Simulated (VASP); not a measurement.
# HC12 in VASP: further runs

HC12 is run at these levels: PBE; tasks: single point.

All numbers are computed with VASP 6.6.1; they aren't measurements. Logs are shortened: lines on timing, memory, paths and dates and some standing lists are left out, and cuts for length are marked.

## (1) The cell of the first run

The cell holds a slab with vacuum, 26 atoms: a = 5.051 Å, b = 5.051 Å, c = 22.375 Å, α = 90.00°, β = 90.00°, γ = 90.00°.

## (2) Single point, PBE

File INCAR:

```
PREC = Accurate
ENCUT = 520
EDIFF = 1E-6
ISMEAR = 0
SIGMA = 0.05
LREAL = Auto
LASPH = True
NELM = 80
ALGO = Normal
ISIF = 2
LWAVE = False
LCHARG = False
LDIPOL = True
IDIPOL = 3
DIPOL = 0.5 0.5 0.291
GGA = PE
NBANDS = 68
```

File KPOINTS:

```
regular mesh
0
Gamma
  5 5 1
```

File POSCAR:

```
HC12
1.0
    5.0509324483      0.0000000000      0.0000000000
    0.0000000000      5.0509324483      0.0000000000
    0.0000000000      0.0000000000     22.3754933530
C H
24 2
Direct
    0.0000000000      0.2500000000      0.1787670080
    0.0000000000      0.7500000000      0.1787670080
    0.5000000000      0.2500000000      0.1787670080
    0.5000000000      0.7500000000      0.1787670080
    0.0000000000      0.0000000000      0.2186716990
    0.0000000000      0.5000000000      0.2186716990
    0.5000000000      0.0000000000      0.2186716990
    0.5000000000      0.5000000000      0.2186716990
    0.2500000000      0.0000000000      0.2585763899
    0.2500000000      0.5000000000      0.2585763899
    0.7500000000      0.0000000000      0.2585763899
    0.7500000000      0.5000000000      0.2585763899
    0.2500000000      0.2500000000      0.2976014419
    0.2500000000      0.7500000000      0.2976014419
    0.7500000000      0.2500000000      0.2976014419
    0.7500000000      0.7500000000      0.2976014419
    0.0000000000      0.2500000000      0.3394883053
    0.0000000000      0.7500000000      0.3394883053
    0.5000000000      0.2500000000      0.3394883053
    0.5000000000      0.7500000000      0.3394883053
    0.0000000000      0.0000000000      0.3743154719
    0.0000000000      0.5000000000      0.3743154719
    0.5000000000      0.0000000000      0.3743154719
    0.5000000000      0.5000000000      0.3743154719
    0.7376721994      0.3750000000      0.4516322029
    1.2623278006      0.3750000000      0.4516322029
```

Potentials or basis: VASP PAW PBE potentials, release 64 (C, H).

Started as:

```sh
$ cat potpaw_PBE.64/C/POTCAR potpaw_PBE.64/H/POTCAR > POTCAR
$ mpirun -np 1 vasp_std > vasp.out
```

OUTCAR:

```text
PREC = Accurate
   ENCUT = 520
   EDIFF = 1E-6
   ISMEAR = 0
   LREAL = Auto
   LASPH = True
   NELM = 80
   ISIF = 2
   GGA = PE

 ion  position               nearest neighbor table
   1  0.000  0.250  0.179-   5 1.55   6 1.55
   2  0.000  0.750  0.179-   5 1.55   6 1.55
   3  0.500  0.250  0.179-   7 1.55   8 1.55
   4  0.500  0.750  0.179-   7 1.55   8 1.55
   5  0.000  0.000  0.219-   9 1.55  11 1.55   1 1.55   2 1.55
   6  0.000  0.500  0.219-  10 1.55  12 1.55   1 1.55   2 1.55
   7  0.500  0.000  0.219-   9 1.55  11 1.55   3 1.55   4 1.55
   8  0.500  0.500  0.219-  10 1.55  12 1.55   3 1.55   4 1.55
   9  0.250  0.000  0.259-  13 1.54  14 1.54   5 1.55   7 1.55
  10  0.250  0.500  0.259-  13 1.54  14 1.54   6 1.55   8 1.55
[... 8 lines left out ...]
  19  0.500  0.250  0.339-  23 1.48  24 1.48  13 1.57  15 1.57
  20  0.500  0.750  0.339-  23 1.48  24 1.48  14 1.57  16 1.57
  21  0.000  0.000  0.374-  17 1.48  18 1.48
  22  0.000  0.500  0.374-  17 1.48  18 1.48
  23  0.500  0.000  0.374-  19 1.48  20 1.48
  24  0.500  0.500  0.374-  19 1.48  20 1.48
  25  0.738  0.375  0.452-
  26  0.262  0.375  0.452-

  LATTYP: Found a simple tetragonal cell.
 ALAT       =     5.0509324483
 C/A-ratio  =     4.4299727985

  Lattice vectors:

 A1 = (   5.0509324483,   0.0000000000,   0.0000000000)
 A2 = (   0.0000000000,   5.0509324483,   0.0000000000)
 A3 = (   0.0000000000,   0.0000000000,  22.3754933530)

Analysis of symmetry for initial positions (statically):
=====================================================================
 Subroutine PRICEL returns:
 Original cell was already a primitive cell.

 Routine SETGRP: Setting up the symmetry group for a
 simple tetragonal supercell.

 Subroutine GETGRP returns: Found  2 space group operations
 (whereof  2 operations were pure point group operations)
 out of a pool of 16 trial point group operations.

The static configuration has the point symmetry C_1h.

Analysis of symmetry for dynamics (positions and initial velocities):
=====================================================================
 Subroutine PRICEL returns:
 Original cell was already a primitive cell.

 Routine SETGRP: Setting up the symmetry group for a
 simple tetragonal supercell.

 Subroutine GETGRP returns: Found  2 space group operations
 (whereof  2 operations were pure point group operations)
 out of a pool of 16 trial point group operations.

The dynamic configuration has the point symmetry C_1h.

 Subroutine INISYM returns: Found  2 space group operations
 (whereof  2 operations are pure point group operations),
 and found     1 'primitive' translations

----------------------------------------------------------------------------------------

                                     Primitive cell

  volume of cell :     570.8418

  direct lattice vectors                    reciprocal lattice vectors
     5.050932448  0.000000000  0.000000000     0.197983246  0.000000000  0.000000000
     0.000000000  5.050932448  0.000000000     0.000000000  0.197983246  0.000000000
     0.000000000  0.000000000 22.375493353     0.000000000  0.000000000  0.044691752

  length of vectors
     5.050932448  5.050932448 22.375493353     0.197983246  0.197983246  0.044691752

  position of ions in fractional coordinates (direct lattice)
     0.000000000  0.250000000  0.178767008
     0.000000000  0.750000000  0.178767008
     0.500000000  0.250000000  0.178767008
     0.500000000  0.750000000  0.178767008
     0.000000000  0.000000000  0.218671699
     0.000000000  0.500000000  0.218671699
[... 18 lines left out ...]
     0.737672199  0.375000000  0.451632203
     0.262327801  0.375000000  0.451632203

  ion indices of the primitive-cell ions
   primitive index   ion index
                 1           1
                 2           2
                 3           3
                 4           4
                 5           5
                 6           6
[... 18 lines left out ...]
                25          25
                26          26

----------------------------------------------------------------------------------------

 KPOINTS: regular mesh

Automatic generation of k-mesh.
 Grid dimensions read from file:
 generate k-points for:    5    5    1

 Generating k-lattice:

  Cartesian coordinates                     Fractional coordinates (reciprocal lattice)
     0.039596649  0.000000000  0.000000000     0.200000000  0.000000000  0.000000000
     0.000000000  0.039596649  0.000000000     0.000000000  0.200000000  0.000000000
     0.000000000  0.000000000  0.044691752     0.000000000  0.000000000  1.000000000

  Length of vectors
     0.039596649  0.039596649  0.044691752

  Shift w.r.t. Gamma in fractional coordinates (k-lattice)
     0.000000000  0.000000000  0.000000000

 Subroutine IBZKPT returns following result:
 ===========================================

 Found      9 irreducible k-points:

 Following reciprocal coordinates:
[... 39 lines left out ...]
   NELECT =      98.0000    total number of electrons
   NUPDOWN=      -1.0000    fix difference up-down
   EMIN   =  10.00;   EMAX   =-10.00  energy-range for DOS
   EFERMI =   0.00;   METHOD = LEGACY
   ISMEAR =     0;   SIGMA  =   0.05  broadening in eV -4-tet -1-fermi 0-gaus
   EFERMI_NEDOS =   21; number of points for ismear=-14 and -15
   IALGO  =     38    algorithm
   IMIX   =      4    mixing-type and parameters
     AMIX     =   0.40;   BMIX     =  1.00
     AMIX_MAG =   1.60;   BMIX_MAG =  1.00
  volume/ion in A,a.u.               =      21.96       148.16
  Fermi-wavevector in a.u.,A,eV,Ry     =   0.909868  1.719401 11.263710  0.827859
  Thomas-Fermi vector in A             =   2.033963
   LORBIT       =      0    0 simple, 1 ext, 2 COOP (PROOUT), +10 PAW based schemes
   GGA     = PE    functional components
   LHFCALC =     F    Hartree Fock is set to
   AEXX    =    0.0000 exact exchange contribution
   IVDW    =     0    specifies the selected vdW correction
   LEPSILON=     F    determine dielectric tensor
   LRPA    =     F    only Hartree local field effects (RPA)
 non-spin polarized calculation
 Gauss-broadening in eV      SIGMA  =   0.05
  energy-cutoff  :      520.00
  volume of cell :      570.84
 maximum number of plane-waves:     15407
 NGX is ok and might be reduce to    40
   NGX = 19   NGY = 19   NGZ = 83

 dipolmoment           0.000000      0.000000      0.461750 electrons x Angstroem

 number of electron      98.0000008 magnetization

 dipolmoment           0.000000      0.000000     -0.302726 electrons x Angstroem

 Free energy of the ion-electron system (eV)
  ---------------------------------------------------
  ext. energy  EPLUGINS =         0.00000000
  ---------------------------------------------------
  free energy    TOTEN  =      -195.29007962 eV

  energy without entropy =     -195.28142896  energy(sigma->0) =     -195.28575429

 E-fermi :  -2.4899     XC(G=0):  -4.3975

 val. band max:       -2.5170248831   @ k =   0.4000   0.2000   0.0000
 cond. band min:      -2.4824408317   @ k =   0.2000   0.0000   0.0000
 fundamental gap:      0.0345840513
 Fermi energy:        -2.4898610588

 k-point     1 :       0.0000    0.0000    0.0000
  band No.  band energies     occupation
      1     -23.4686      2.00000
      2     -20.7951      2.00000
      3     -19.3214      2.00000
      4     -19.2895      2.00000
      5     -19.0943      2.00000
      6     -19.0841      2.00000
[... 53 lines left out ...]
     60       2.1520      0.00000
     61       2.7876      0.00000

 k-point     2 :       0.2000    0.0000    0.0000
  band No.  band energies     occupation
      1     -23.2874      2.00000
      2     -20.6484      2.00000
      3     -20.6253      2.00000
      4     -19.1512      2.00000
      5     -18.9142      2.00000
      6     -18.4449      2.00000
[... 437 lines left out ...]
     60       4.1920      0.00000
     61       4.2123      0.00000

 k-point     9 :       0.4000    0.4000    0.0000
  band No.  band energies     occupation
      1     -22.0305      2.00000
      2     -21.1502      2.00000
      3     -21.1451      2.00000
      4     -20.2751      2.00000
      5     -19.4557      2.00000
      6     -18.6807      2.00000
[... 53 lines left out ...]
     60       4.0994      0.00000
     61       4.5301      0.00000
 [bands above 61 left out]

------------------------ aborting loop because EDIFF is reached ----------------------------------------

 vacuum level on the upper side and lower side of the slab       (xc-potential included)        -1.168         0.920

  FORCE on cell =-STRESS in cart. coord.  units (eV):
  Direction    XX          YY          ZZ          XY          YZ          ZX
  --------------------------------------------------------------------------------------
  -------------------------------------------------------------------------------------
  Total      -23.6128769     -5.1531086    -13.0303315      0.0000000      2.5005052      0.0000000
  in kB      -66.2740857    -14.4631916    -36.5721344      0.0000000      7.0181493      0.0000000
  external PRESSURE =     -39.1031373 kB  Pullay stress =       0.0000000 kB

 VOLUME and BASIS-vectors are now :
 -----------------------------------------------------------------------------
  energy-cutoff  :      520.00
  volume of cell :      570.84
      direct lattice vectors                 reciprocal lattice vectors
     5.050932448  0.000000000  0.000000000     0.197983246  0.000000000  0.000000000
     0.000000000  5.050932448  0.000000000     0.000000000  0.197983246  0.000000000
     0.000000000  0.000000000 22.375493353     0.000000000  0.000000000  0.044691752

 POSITION                                       TOTAL-FORCE (eV/Angst)
 -----------------------------------------------------------------------------------
      0.00000      1.26273      4.00000         0.000000      0.051051      2.090840
      0.00000      3.78820      4.00000         0.000000     -0.052307      2.080051
      2.52547      1.26273      4.00000         0.000000      0.046887      2.093354
      2.52547      3.78820      4.00000         0.000000     -0.048170      2.086437
      0.00000      0.00000      4.89289         0.000000     -0.030017     -2.453569
      0.00000      2.52547      4.89289         0.000000      0.018607     -2.501312
[... 18 lines left out ...]
      3.72593      1.89410     10.10549        -0.120800      0.695180     -2.086825
      1.32500      1.89410     10.10549         0.120800      0.695180     -2.086825
 -----------------------------------------------------------------------------------
    total drift:                                0.000000      0.000015      0.044851

  FREE ENERGIE OF THE ION-ELECTRON SYSTEM (eV)
  ---------------------------------------------------
  free  energy   TOTEN  =      -195.2900796207 eV

  energy  without entropy=     -195.2814289604  energy(sigma->0) =     -195.28575429

 vacuum level on the upper side and lower side of the slab         2.837         4.973
```

Wall time 15 min (1 thread of Intel Xeon Platinum 8375C at 2.90GHz (Ice Lake), shared host); peak memory 0.66 GiB.

What came out:

| Property | Result |
| --- | --- |
| Free energy | -195.2901 eV |
| Largest force | 2.514 eV/Å |
| Band gap on the k mesh | zero (band 49 reaches -2.34 eV, above the bottom of band 50 at -2.75 eV) |

Forces on the atoms (eV/Å):
```
C    0.000  0.051  2.091
C    0.000 -0.052  2.080
C    0.000  0.047  2.093
C    0.000 -0.048  2.086
C    0.000 -0.030 -2.454
C    0.000  0.019 -2.501
C    0.000 -0.023 -2.481
C    0.000  0.015 -2.514
C   -0.006  0.027  0.179
C   -0.023 -0.010  0.237
C    0.006  0.027  0.179
C    0.023 -0.010  0.237
C    0.003  0.173  0.109
C   -0.004 -0.281  0.114
C   -0.003  0.173  0.109
C    0.004 -0.281  0.114
C    0.000 -0.255  0.201
C    0.000  0.407  0.352
C    0.000 -0.303  0.214
C    0.000  0.497  0.413
C    0.000  0.316  0.263
C    0.000 -1.001  1.229
C    0.000  0.345  0.341
C    0.000 -1.191  1.485
H   -0.121  0.695 -2.087
H    0.121  0.695 -2.087
```

## (3) Single point, PBE

File INCAR:

```
  ALGO = Normal
  DIPOL = 0.5 0.5 0.288
  EDIFF = 1E-6
  ENCUT = 520
  GGA = PE
  IDIPOL = 3
  ISIF = 2
  ISMEAR = 0
  LASPH = T
  LCHARG = F
  LDIPOL = T
  LREAL = Auto
  LWAVE = F
  NBANDS = 68
  NELM = 60
  PREC = Accurate
  SIGMA = 0.05
```

File KPOINTS:

```
k-points
0
Gamma
  5 5 1
```

Changes to POSCAR since step 2:

```diff
@@ -32,3 +32,3 @@
     0.5000000000      0.5000000000      0.3743154719
-    0.7376721994      0.3750000000      0.4516322029
-    1.2623278006      0.3750000000      0.4516322029
+    0.9257562829      0.3750000000      0.4087281209
+    1.0742437171      0.3750000000      0.4087281209
```

Potentials or basis: VASP PAW PBE potentials, release 64 (C, H).

Started as:

```sh
$ cat potpaw_PBE.64/C/POTCAR potpaw_PBE.64/H/POTCAR > POTCAR
$ mpirun -np 1 vasp_std > vasp.out
```

Run time: 16 min. Hardware: 1 thread of Intel Xeon Platinum 8375C at 2.90GHz (Ice Lake), shared host; peak memory 0.65 GiB.

It converged, with:

| Item | Value |
| --- | --- |
| Free energy | -197.1381 eV |
| Largest force | 8.863 eV/Å |
| Band gap on the k mesh | zero (band 49 reaches -2.54 eV, above the bottom of band 50 at -2.77 eV) |

Forces in eV/Å, atoms in the order of the input:
```
C    0.000  0.015  2.136
C    0.000 -0.025  2.123
C    0.000  0.056  2.227
C    0.000 -0.065  2.226
C    0.000  0.020 -2.536
C    0.000  0.013 -2.488
C    0.000 -0.071 -2.502
C    0.000  0.010 -2.629
C    0.169  0.039  0.109
C    0.169 -0.050  0.255
C   -0.169  0.039  0.109
C   -0.169 -0.050  0.255
C   -0.320 -0.136 -0.144
C   -0.189 -0.230  0.181
C    0.320 -0.136 -0.144
C    0.189 -0.230  0.181
C    0.000 -1.303 -4.343
C    0.000  1.441  0.443
C    0.000  0.084  0.048
C    0.000 -0.020  0.074
C    0.000  0.489  0.914
C    0.000 -1.090 -3.133
C    0.000  0.105  0.029
C    0.000 -0.301  0.096
H   -8.214  0.699  3.257
H    8.214  0.699  3.257
```

Levels at points of the mesh, in eV from the Fermi level:
| k point | band 45 | band 46 | band 47 | band 48 | band 49 | band 50 | band 51 | band 52 | band 53 | band 54 |
| --- | --- | --- | --- | --- | --- | --- | --- | --- | --- | --- |
| (0.00, 0.00, 0.00) | -1.29 | -1.19 | -0.80 | -0.29 | -0.21 | -0.19 | 0.10 | 0.64 | 2.15 | 3.29 |

## (4) Single point, PBE

File INCAR:

```
PREC = Accurate
ENCUT = 520
EDIFF = 1E-6
ISMEAR = 0
SIGMA = 0.05
LREAL = Auto
LASPH = T
NELM = 80
ALGO = Normal
ISIF = 2
LWAVE = F
LCHARG = T
LDIPOL = T
IDIPOL = 3
DIPOL = 0.5 0.5 0.290
GGA = PE
LELF = T
LVHAR = T
LVACPOTAV = T
NBANDS = 68
```

File KPOINTS:

```
regular mesh
0
Gamma
  5 5 1
```

Changes to POSCAR since step 3:

```diff
@@ -32,3 +32,3 @@
     0.5000000000      0.5000000000      0.3743154719
-    0.9257562829      0.3750000000      0.4087281209
-    1.0742437171      0.3750000000      0.4087281209
+    0.9257562829      0.3750000000      0.4373308422
+    1.0742437171      0.3750000000      0.4373308422
```

Started as:

```sh
$ cat potpaw_PBE.64/C/POTCAR potpaw_PBE.64/H/POTCAR > POTCAR
$ mpirun -np 1 vasp_std > vasp.out
```

Run time: 15 min. Hardware: 1 thread of Intel Xeon Platinum 8375C at 2.90GHz (Ice Lake), shared host; peak memory 0.65 GiB.

Results (log left out):

```
Free energy            : -197.6478 eV
Largest force          : 2.763 eV/Å
Band gap on the k mesh : zero (band 49 reaches -2.38 eV, above the bottom of band 50 at -2.55 eV)
```

Forces in eV/Å, atoms in the order of the input:
```
C    0.000  0.015  2.140
C    0.000 -0.020  2.141
C    0.000  0.037  2.121
C    0.000 -0.036  2.081
C    0.000  0.008 -2.637
C    0.000  0.004 -2.603
C    0.000 -0.084 -2.368
C    0.000  0.045 -2.491
C    0.048  0.071  0.192
C    0.225 -0.039  0.235
C   -0.048  0.071  0.192
C   -0.225 -0.039  0.235
C    0.028  0.061  0.013
C    0.082 -0.215  0.165
C   -0.028  0.061  0.013
C   -0.082 -0.215  0.165
C    0.000 -0.376 -0.020
C    0.000  1.014  0.700
C    0.000  0.016 -0.149
C    0.000 -0.027  0.014
C    0.000  0.475  0.684
C    0.000 -1.493 -0.320
C    0.000  0.178 -0.052
C    0.000 -0.176  0.155
H   -2.726  0.332 -0.303
H    2.726  0.332 -0.303
```

Levels at points of the mesh, in eV from the Fermi level:
```csv
k point,band 47,band 48,band 49,band 50,band 51,band 52
"(0.00, 0.00, 0.00)",-0.78,-0.50,-0.22,-0.11,-0.07,0.51
```

## (5) Single point, PBE

File INCAR:

```
SYSTEM = HC12
  PREC = Accurate
  ENCUT = 520
  EDIFF = 1E-6
  ISMEAR = 0
  SIGMA = 0.05
  LREAL = Auto
  LASPH = .True.
  NELM = 60
  ALGO = Normal
  ISIF = 2
  LWAVE = .False.
  LCHARG = .False.
  LDIPOL = .True.
  IDIPOL = 3
  DIPOL = 0.5 0.5 0.292
  GGA = PE
  NBANDS = 68
```

File KPOINTS:

```
regular mesh
0
Gamma
  5 5 1
  0 0 0
```

Changes to POSCAR since step 4:

```diff
@@ -32,3 +32,3 @@
     0.5000000000      0.5000000000      0.3743154719
-    0.9257562829      0.3750000000      0.4373308422
-    1.0742437171      0.3750000000      0.4373308422
+    0.9257562829      0.3750000000      0.4659335635
+    1.0742437171      0.3750000000      0.4659335635
```

Started as:

```sh
$ cat potpaw_PBE.64/C/POTCAR potpaw_PBE.64/H/POTCAR > POTCAR
$ mpirun -np 1 vasp_std > vasp.out
```

Run time: 15 min. Hardware: 1 thread of Intel Xeon Platinum 8375C at 2.90GHz (Ice Lake), shared host; peak memory 0.66 GiB.

The run converged. Its results:

| Quantity | Value |
| --- | --- |
| Free energy | -197.6960 eV |
| Largest force | 2.638 eV/Å |
| Band gap on the k mesh | zero (band 49 reaches -2.81 eV, above the bottom of band 50 at -2.95 eV) |

Forces on the atoms (eV/Å):
```
C    0.000 -0.004  2.203
C    0.000  0.003  2.208
C    0.000  0.019  2.151
C    0.000 -0.018  2.148
C    0.000  0.006 -2.638
C    0.000 -0.004 -2.621
C    0.000 -0.017 -2.467
C    0.000  0.011 -2.504
C    0.046  0.010  0.319
C    0.121 -0.006  0.319
C   -0.046  0.010  0.319
C   -0.121 -0.006  0.319
C    0.196  0.026  0.045
C    0.134 -0.035  0.065
C   -0.196  0.026  0.045
C   -0.134 -0.035  0.065
C    0.000 -0.107  0.450
C    0.000  0.180  0.267
C    0.000  0.040 -0.252
C    0.000 -0.047 -0.009
C    0.000 -0.039  0.018
C    0.000  0.098 -0.765
C    0.000  0.111 -0.048
C    0.000 -0.078  0.047
H   -0.389 -0.073  0.158
H    0.389 -0.073  0.158
```

Levels at points of the mesh, in eV from the Fermi level:
```
           k point  band 47  band 48  band 49  band 50  band 51  band 52
(0.00, 0.00, 0.00)    -0.73    -0.32    -0.21    -0.06     0.12     0.45
```
